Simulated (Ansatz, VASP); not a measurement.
Two plane-wave programs on Cu

INCAR

```
ALGO = Normal ; EDIFF = 1E-6
ENCUT = 600 ; GGA = PE
GGA_COMPAT = F ; ISIF = 2
ISMEAR = -1 ; LASPH = T
LCHARG = T ; LELF = T
LREAL = F ; LVHAR = T
LWAVE = F ; NBANDS = 12
NELM = 120 ; PREC = Accurate
SIGMA = 0.1
```

KPOINTS

```
k-points
0
Gamma
  14 14 14
```

The input POSCAR:

```
Cu
1.0
    0.0000000000      1.8335000000      1.8335000000
    1.8335000000      0.0000000000      1.8335000000
    1.8335000000      1.8335000000      0.0000000000
Cu
1
Direct
    0.0000000000      0.0000000000      0.0000000000
```

Input for Ansatz:

```yaml
crystal:
  lattice:
    - [0.0, 1.8335, 1.8335]
    - [1.8335, 0.0, 1.8335]
    - [1.8335, 1.8335, 0.0]
  atoms:
    - { symbol: Cu, position: [0.0, 0.0, 0.0] }
hamiltonian:
  xc: pbe
  pseudopotentials: { kind: paw }
basis:
  ecutwfc: 420
kpoints:
  mp_grid: { grid: [14, 14, 14] }
scf:
  occupations: { method: fermi_dirac, width: 0.1 }
  lower_state_search: "off"
output:
  forces: true
  stress: true
  write_density: true
  write_potential: true
  elf: true
  volumetric_format: npy
```

Alike in both runs: task single point; functional PBE; k mesh 14 × 14 × 14; occupations fermi-dirac, width 0.1 eV; no spin polarisation.

|  | VASP | Ansatz |
| --- | --- | --- |
| version | VASP 6.6.1 | Ansatz 0.2.0 |
| potentials or method | VASP PAW PBE potentials, release 64 (Cu), cutoff 600 eV | PAW, plane waves, scalar-relativistic |
| valence electrons in the cell | 11 | 19 |

VASP gave:

```
pressure (GPa) : -3.4
```

**Question.** What did Ansatz give for the same quantities?

**Answer.** Pressure (GPa): -4.0.

VASP's potentials hold 11 valence electrons a cell and Ansatz's 19, so a difference there can come from the potentials and not from the codes.
